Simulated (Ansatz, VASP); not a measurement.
**Two plane-wave programs on NaMgI3**

```
Na Mg I
1.0
     5.78833    0.00000    0.00000
     0.00000    5.78833    0.00000
     0.00000    0.00000    5.78833
Na Mg I
1 1 3
Direct
  0.00000 0.00000 0.00000
  0.50000 0.50000 0.50000
  0.50000 0.50000 0.00000
  0.50000 0.00000 0.50000
  0.00000 0.50000 0.50000
```

Alike in both runs: task single point; functional r2SCAN; k mesh 4 × 4 × 4; no spin polarisation.

```csv
,VASP,Ansatz
version,VASP 6.6.1,Ansatz 0.2.0
potentials or method,"VASP PAW PBE potentials, release 64 (Na_pv, Mg, I)","plane waves, PAW"
plane-wave cutoff (eV),520,500
occupations,"gaussian, width 0.01 eV",fixed
valence electrons in the cell,30,70
```

|  | VASP | Ansatz | Ansatz less VASP |
| --- | --- | --- | --- |
| gap on the k mesh at the Fermi level (eV) | 1.79 | 1.82 | +0.036 |
| pressure (GPa) | -0.1 | 0.0 | +0.08 |

VASP's potentials were made for PBE, not for r2SCAN. VASP's potentials hold 30 valence electrons a cell and Ansatz's 70, so a difference there can come from the potentials and not from the codes.

Spin-orbit coupling is off throughout.
